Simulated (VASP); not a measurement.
Here is a VASP 6.6.1 calculation.

The input INCAR:

```
  PREC = Accurate
  ENCUT = 520
  EDIFF = 1E-6
  ISMEAR = 0
  SIGMA = 0.1
  LREAL = F
  LASPH = T
  NELM = 100
  ALGO = Normal
  ISIF = 2
  LWAVE = F
  LCHARG = F
  LDIPOL = T
  IDIPOL = 3
  DIPOL = 0.5 0.5 0.500
  GGA = PS
  NBANDS = 36
```

The input KPOINTS:

```
Automatic mesh
0
Gamma
  9 9 1
```

POSCAR

```
Sc
1.0
    3.2769193511      0.0000000000      0.0000000000
   -1.6384596756      2.8378954042      0.0000000000
    0.0000000000      0.0000000000     27.1650156205
Sc
5
Direct
    0.6666666667      0.3333333333      0.3129024521
    0.3333333333      0.6666666667      0.4064512261
    0.6666666667      0.3333333333      0.5006336435
    0.3333333333      0.6666666667      0.5947372247
    0.6666666667      0.3333333333      0.6854718246
```

Potentials or basis: VASP PAW PBE potentials, release 64 (Sc_sv).

Command:

```console
$ cat potpaw_PBE.64/Sc_sv/POTCAR > POTCAR
$ mpirun -np 1 vasp_std > vasp.out
```

**Question.** Predict the largest force.

**Answer.** 0.164 eV/Å.

**Question.** What does it give for the band gap on the k mesh?

**Answer.** Zero (an odd number of electrons rules out a gap without spin polarisation).

Forces in eV/Å, atoms in the order of the input:
```
Sc   0.000  0.000  0.158
Sc   0.000  0.000 -0.164
Sc   0.000  0.000 -0.002
Sc   0.000  0.000  0.001
Sc   0.000  0.000  0.006
```

Caveat: the PAW data sets were made with another functional, which shifts forces and pressure a little.
